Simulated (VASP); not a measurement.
# Ti in VASP: notebook

Runs on Ti. Level: PBE. Tasks: single point.

Everything below comes from runs of VASP 6.6.1. Logs are shortened: lines on timing, memory, paths and dates and some standing lists are left out, and cuts for length are marked.

**1. The cell of the first run**

The cell holds a slab with vacuum, 4 atoms: a = 2.908 Å, b = 4.112 Å, c = 19.654 Å, α = 90.00°, β = 90.00°, γ = 90.00°.

**2. Single point, PBE**

Input file INCAR:

```
SYSTEM = Ti
PREC = Accurate
ENCUT = 520
EDIFF = 1E-7
ISMEAR = 0
SIGMA = 0.1
LREAL = .FALSE.
LASPH = .TRUE.
NELM = 80
ALGO = Normal
ISIF = 2
LWAVE = .FALSE.
LCHARG = .TRUE.
LDIPOL = .TRUE.
IDIPOL = 3
DIPOL = 0.5 0.5 0.310
GGA = PE
LELF = .TRUE.
LVHAR = .TRUE.
LVACPOTAV = .TRUE.
NBANDS = 32
```

Input file KPOINTS:

```
regular mesh
0
G
  9 7 1
  0 0 0
```

Input file POSCAR:

```
Ti
1.0
    2.9075446938      0.0000000000      0.0000000000
    0.0000000000      4.1118891392      0.0000000000
    0.0000000000      0.0000000000     19.6535692687
Ti
4
Direct
    0.5000000000      0.5000000000      0.2035253722
    0.0000000000      0.0000000000      0.2774952616
    0.5000000000      0.5000000000      0.3439484703
    0.0000000000      0.0000000000      0.4148645550
```

Potentials or basis: VASP PAW PBE potentials, release 64 (Ti_sv).

Started as:

```sh
$ cat potpaw_PBE.64/Ti_sv/POTCAR > POTCAR
$ mpirun -np 1 vasp_std > vasp.out
```

OUTCAR:

```text
SYSTEM = Ti
   PREC = Accurate
   ENCUT = 520
   EDIFF = 1E-7
   ISMEAR = 0
   LREAL = .FALSE.
   LASPH = .TRUE.
   NELM = 80
   ISIF = 2
   GGA = PE

 ion  position               nearest neighbor table
   1  0.500  0.500  0.204-   3 2.76   2 2.91   2 2.91   2 2.91   2 2.91
   2  0.000  0.000  0.277-   4 2.70   3 2.84   3 2.84   3 2.84   3 2.84   1 2.91   1 2.91   1 2.91
                             1 2.91
   3  0.500  0.500  0.344-   1 2.76   2 2.84   2 2.84   2 2.84   2 2.84   4 2.88   4 2.88   4 2.88
                             4 2.88
   4  0.000  0.000  0.415-   2 2.70   3 2.88   3 2.88   3 2.88   3 2.88

  LATTYP: Found a simple orthorhombic cell.
 ALAT       =     2.9075446938
 B/A-ratio  =     1.4142135624
 C/A-ratio  =     6.7595071920

  Lattice vectors:

 A1 = (   2.9075446938,   0.0000000000,   0.0000000000)
 A2 = (   0.0000000000,   4.1118891392,   0.0000000000)
 A3 = (   0.0000000000,   0.0000000000,  19.6535692687)

Analysis of symmetry for initial positions (statically):
=====================================================================
 Subroutine PRICEL returns:
 Original cell was already a primitive cell.

 Routine SETGRP: Setting up the symmetry group for a
 simple orthorhombic supercell.

 Subroutine GETGRP returns: Found  4 space group operations
 (whereof  4 operations were pure point group operations)
 out of a pool of  8 trial point group operations.

The static configuration has the point symmetry C_2v.

Analysis of symmetry for dynamics (positions and initial velocities):
=====================================================================
 Subroutine PRICEL returns:
 Original cell was already a primitive cell.

 Routine SETGRP: Setting up the symmetry group for a
 simple orthorhombic supercell.

 Subroutine GETGRP returns: Found  4 space group operations
 (whereof  4 operations were pure point group operations)
 out of a pool of  8 trial point group operations.

The dynamic configuration has the point symmetry C_2v.

 Subroutine INISYM returns: Found  4 space group operations
 (whereof  4 operations are pure point group operations),
 and found     1 'primitive' translations

----------------------------------------------------------------------------------------

                                     Primitive cell

  volume of cell :     234.9683

  direct lattice vectors                    reciprocal lattice vectors
     2.907544694  0.000000000  0.000000000     0.343932804  0.000000000  0.000000000
     0.000000000  4.111889139  0.000000000     0.000000000  0.243197218  0.000000000
[... 91 lines left out ...]
   ISYM   =      2    0-nonsym 1-usesym 2-fastsym
   POTIM  = 0.5000    time-step for ionic-motion
   TEBEG  =    0.0;   TEEND  =   0.0 temperature during run
   PSTRESS=    0.0 pullay stress
   NELECT =      48.0000    total number of electrons
   NUPDOWN=      -1.0000    fix difference up-down
   EMIN   =  10.00;   EMAX   =-10.00  energy-range for DOS
   EFERMI =   0.00;   METHOD = LEGACY
   ISMEAR =     0;   SIGMA  =   0.10  broadening in eV -4-tet -1-fermi 0-gaus
   EFERMI_NEDOS =   21; number of points for ismear=-14 and -15
   IALGO  =     38    algorithm
   IMIX   =      4    mixing-type and parameters
     AMIX     =   0.40;   BMIX     =  1.00
     AMIX_MAG =   1.60;   BMIX_MAG =  1.00
  volume/ion in A,a.u.               =      58.74       396.41
  Fermi-wavevector in a.u.,A,eV,Ry     =   0.964167  1.822011 12.648215  0.929618
  Thomas-Fermi vector in A             =   2.093775
   LORBIT       =      0    0 simple, 1 ext, 2 COOP (PROOUT), +10 PAW based schemes
   GGA     = PE    functional components
   LHFCALC =     F    Hartree Fock is set to
   AEXX    =    0.0000 exact exchange contribution
   IVDW    =     0    specifies the selected vdW correction
   LEPSILON=     F    determine dielectric tensor
   LRPA    =     F    only Hartree local field effects (RPA)
 non-spin polarized calculation
 Gauss-broadening in eV      SIGMA  =   0.10
  energy-cutoff  :      520.00
  volume of cell :      234.97
 maximum number of plane-waves:      6369
 NGX is ok and might be reduce to    24
   NGX = 11   NGY = 15   NGZ = 73

 dipolmoment           0.000000      0.000000     -0.002997 electrons x Angstroem

 number of electron      48.0000013 magnetization

 dipolmoment           0.000000      0.000000      0.000557 electrons x Angstroem

 Free energy of the ion-electron system (eV)
  ---------------------------------------------------
  ext. energy  EPLUGINS =         0.00000000
  ---------------------------------------------------
  free energy    TOTEN  =       -28.31137567 eV

  energy without entropy =      -28.27672244  energy(sigma->0) =      -28.29404906

 E-fermi :   0.2093     XC(G=0):  -4.4860

 val. band max:        0.2032528360   @ k =   0.1111   0.4286   0.0000
 cond. band min:       0.2121938176   @ k =   0.4444   0.0000   0.0000
 fundamental gap:      0.0089409816
 Fermi energy:         0.2092870624

 k-point     1 :       0.0000    0.0000    0.0000
  band No.  band energies     occupation
      1     -56.7969      2.00000
      2     -56.7462      2.00000
      3     -56.4394      2.00000
      4     -56.3431      2.00000
      5     -33.2169      2.00000
      6     -33.1569      2.00000
[... 689 lines left out ...]
     31       2.0587      0.00000
     32       2.2052      0.00000

------------------------ aborting loop because EDIFF is reached ----------------------------------------

  FORCE on cell =-STRESS in cart. coord.  units (eV):
  Direction    XX          YY          ZZ          XY          YZ          ZX
  --------------------------------------------------------------------------------------
  -------------------------------------------------------------------------------------
  Total       -1.0136284     -4.1338161     -0.5709516      0.0000000      0.0000000      0.0000000
  in kB       -6.9116244    -28.1872367     -3.8931455      0.0000000      0.0000000      0.0000000
  external PRESSURE =     -12.9973355 kB  Pullay stress =       0.0000000 kB

 VOLUME and BASIS-vectors are now :
 -----------------------------------------------------------------------------
  energy-cutoff  :      520.00
  volume of cell :      234.97
      direct lattice vectors                 reciprocal lattice vectors
     2.907544694  0.000000000  0.000000000     0.343932804  0.000000000  0.000000000
     0.000000000  4.111889139  0.000000000     0.000000000  0.243197218  0.000000000
     0.000000000  0.000000000 19.653569269     0.000000000  0.000000000  0.050881343

 POSITION                                       TOTAL-FORCE (eV/Angst)
 -----------------------------------------------------------------------------------
      1.45377      2.05594      4.00000         0.000000      0.000000      0.342790
      0.00000      0.00000      5.45377         0.000000      0.000000     -0.340150
      1.45377      2.05594      6.75982         0.000000      0.000000      0.030598
      0.00000      0.00000      8.15357         0.000000      0.000000     -0.033238
 -----------------------------------------------------------------------------------
    total drift:                                0.000000     -0.000000      0.001000

  FREE ENERGIE OF THE ION-ELECTRON SYSTEM (eV)
  ---------------------------------------------------
  free  energy   TOTEN  =       -28.3113756743 eV

  energy  without entropy=      -28.2767224423  energy(sigma->0) =      -28.29404906

 vacuum level on the upper side and lower side of the slab         3.532         3.524
```

OSZICAR:

```text
N       E                     dE             d eps       ncg     rms          rms(c)
DAV:   1     0.529955389160E+03    0.52996E+03   -0.25927E+04  1584   0.143E+03
DAV:   2     0.397804532368E+02   -0.49017E+03   -0.47653E+03  1392   0.455E+02
DAV:   3    -0.230134747001E+02   -0.62794E+02   -0.60775E+02  2216   0.139E+02
[... 22 lines left out ...]
DAV:  26    -0.283113731512E+02   -0.50687E-05   -0.28099E-07  1264   0.280E-03    0.891E-04
DAV:  27    -0.283113750652E+02   -0.19140E-05   -0.12040E-07  1088   0.271E-03    0.344E-04
DAV:  28    -0.283113755419E+02   -0.47673E-06   -0.31772E-08  1016   0.105E-03    0.160E-04
DAV:  29    -0.283113756435E+02   -0.10163E-06   -0.10793E-08   920   0.674E-04    0.731E-05
DAV:  30    -0.283113756743E+02   -0.30744E-07   -0.54620E-09   920   0.374E-04
   1 F= -.28311376E+02 E0= -.28294049E+02  d E =-.346532E-01
```

stdout:

```text
POSCAR found type information on POSCAR Ti
 POSCAR found :  1 types and       4 ions
 scaLAPACK will be used
 LDA part: xc-table for (Slater+PW92), standard interpolation
 POSCAR, INCAR and KPOINTS ok, starting setup
 FFT: planning ... GRIDC
 FFT: planning ... GRID_SOFT
 FFT: planning ... GRID
 WAVECAR not read
 entering main loop
 -----------------------------------------------------------------------------
|                                                                             |
|           W    W    AA    RRRRR   N    N  II  N    N   GGGG   !!!           |
|           W    W   A  A   R    R  NN   N  II  NN   N  G    G  !!!           |
|           W    W  A    A  R    R  N N  N  II  N N  N  G       !!!           |
|           W WW W  AAAAAA  RRRRR   N  N N  II  N  N N  G  GGG   !            |
|           WW  WW  A    A  R   R   N   NN  II  N   NN  G    G                |
|           W    W  A    A  R    R  N    N  II  N    N   GGGG   !!!           |
|                                                                             |
|     Did not find any points to average over, which means that no vacuum     |
|     field-free region was found. Please increase the size of  your cell     |
|     in the dimension of the dipole correction to obtain accurate            |
|     workfunction values.                                                    |
|                                                                             |
 -----------------------------------------------------------------------------
```

Run time: 2.6 min. Hardware: 1 thread of Intel Xeon 6975P-C (Granite Rapids), shared host; peak memory 0.37 GiB.

What came out:

| Quantity | Value |
| --- | --- |
| Free energy | -28.3114 eV |
| Largest force | 0.343 eV/Å |
| Band gap on the k mesh | zero (bands 24 and 25 overlap by 0.41 eV) |

Forces in eV/Å, atoms in the order of the input:
```
Ti   0.000  0.000  0.343
Ti   0.000  0.000 -0.340
Ti   0.000  0.000  0.031
Ti   0.000  0.000 -0.033
```

**3. Single point, PBE**

This run uses another cell than the first one.

Input file INCAR:

```
SYSTEM = Ti
  ALGO = Normal
  DIPOL = 0.5 0.5 0.495
  EDIFF = 1E-6
  ENCUT = 520
  GGA = PE
  IDIPOL = 3
  ISIF = 2
  ISMEAR = 0
  LASPH = .True.
  LCHARG = .False.
  LDIPOL = .True.
  LREAL = .False.
  LWAVE = .False.
  NBANDS = 32
  NELM = 100
  PREC = Accurate
  SIGMA = 0.1
```

Input file KPOINTS:

```
k-points
0
Gamma
  10 7 1
  0 0 0
```

Input file POSCAR:

```
Ti
1.0
    2.9075446938      0.0000000000      0.0000000000
    0.0000000000      4.1118891392      0.0000000000
    0.0000000000      0.0000000000     18.3613170407
Ti
4
Direct
    0.5000000000      0.5000000000      0.3812362689
    0.0000000000      0.0000000000      0.4604120896
    0.5000000000      0.5000000000      0.5315422126
    0.0000000000      0.0000000000      0.6074493047
```

Potentials or basis: VASP PAW PBE potentials, release 64 (Ti_sv).

Started as:

```sh
$ cat potpaw_PBE.64/Ti_sv/POTCAR > POTCAR
$ mpirun -np 1 vasp_std > vasp.out
```

Wall time 2.2 min (1 thread of Intel Xeon 6975P-C (Granite Rapids), shared host); peak memory 0.37 GiB.

Results (log left out):

```
Free energy            : -28.3037 eV
Largest force          : 0.330 eV/Å
Band gap on the k mesh : zero (bands 24 and 25 overlap by 0.39 eV)
```

Forces on the atoms (eV/Å):
```
Ti   0.000  0.000  0.330
Ti   0.000  0.000 -0.326
Ti   0.000  0.000  0.022
Ti   0.000  0.000 -0.026
```

Levels at points of the mesh, in eV from the Fermi level:
```
           k point  band 20  band 21  band 22  band 23  band 24  band 25  band 26  band 27  band 28  band 29
(0.00, 0.00, 0.00)    -1.69    -1.40    -0.78    -0.29     0.12     0.18     0.24     0.61     0.74     0.91
(0.50, 0.00, 0.00)    -1.44    -1.20    -1.18    -0.42    -0.39    -0.16    -0.14     0.71     0.73     2.03
```
